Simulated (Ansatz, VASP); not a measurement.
# Two plane-wave programs on CdS

```
Cd S
1.0
     0.00000    2.95273    2.95273
     2.95273    0.00000    2.95273
     2.95273    2.95273    0.00000
Cd S
1 1
Cartesian
  0.0000 0.0000 0.0000
  4.4291 4.4291 4.4291
```

Change from the starting cell: volume scaled by 1.01, PAW files.

Alike in both runs: task electric field gradients; functional PBEsol; k mesh 7 × 7 × 7; occupations fermi-dirac, width 0.02 eV; no spin polarisation.

|  | VASP | Ansatz |
| --- | --- | --- |
| version | VASP 6.6.1 | Ansatz 0.2.0 |
| potentials or method | VASP PAW PBE potentials, release 64 (Cd, S) | PAW with Ansatz's default frozen-core files, scalar-relativistic |
| plane-wave cutoff (eV) | 520 | 420 |
| valence electrons in the cell | 18 | 26 |

Ansatz gave:

| Item | Value |
| --- | --- |
| gap on the k mesh at the Fermi level (eV) | 0.93 |
| pressure (GPa) | -2.3 |

Problem. Estimate VASP's values.

Solution. gap on the k mesh at the Fermi level (eV): 0.93; pressure (GPa): -2.0.

VASP's potentials were made for PBE, not for PBEsol. VASP's potentials hold 18 valence electrons a cell and Ansatz's 26, so a difference there can come from the potentials and not from the codes.
